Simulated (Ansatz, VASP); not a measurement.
## P: VASP beside Ansatz

File INCAR:

```
ALGO = Normal
EDIFF = 1E-6
ENCUT = 520
ISIF = 2
ISMEAR = -1
LASPH = T
LCHARG = T
LELF = T
LREAL = F
LVHAR = T
LWAVE = F
NBANDS = 8
NELM = 80
PREC = Accurate
SIGMA = 0.1
```

Contents of KPOINTS:

```
k-points
0
Gamma
  17 17 17
```

The input POSCAR:

```
P
1.0
    0.0000000000      1.8537868082      1.8537868082
    1.8537868082      0.0000000000      1.8537868082
    1.8537868082      1.8537868082      0.0000000000
P
1
Direct
    0.0000000000      0.0000000000      0.0000000000
```

Input for Ansatz:

```yaml
crystal:
  lattice:
    - [0.0, 1.8537868082, 1.8537868082]
    - [1.8537868082, 0.0, 1.8537868082]
    - [1.8537868082, 1.8537868082, 0.0]
  atoms:
    - { symbol: P, position: [0.0, 0.0, 0.0] }
kpoints:
  mp_grid: { grid: [17, 17, 17] }
scf:
  occupations: { method: fermi_dirac, width: 0.1 }
hamiltonian:
  xc: lda
  pseudopotentials: { kind: all_electron, lapw: { basis_error: 0.001 } }
output:
  forces: true
  stress: true
  eigenvalues: true
  populations: true
```

Change from the starting cell: volume scaled by 0.92, LAPW.

Alike in both runs: task single point; functional LDA; k mesh 17 × 17 × 17; occupations fermi-dirac, width 0.1 eV; no spin polarisation.

|  | VASP | Ansatz |
| --- | --- | --- |
| version | VASP 6.6.1 | Ansatz 0.2.0 |
| potentials or method | VASP PAW LDA potentials, release 64 (P), cutoff 520 eV | all-electron LAPW, scalar-relativistic |

```tsv
	VASP	Ansatz	Ansatz less VASP
pressure (GPa)	10.2	10.4	+0.23
```

LDA's correlation is that of Perdew and Zunger in VASP and of Perdew and Wang (1992) in Ansatz. Ansatz ran all-electron here, and VASP with PAW potentials.
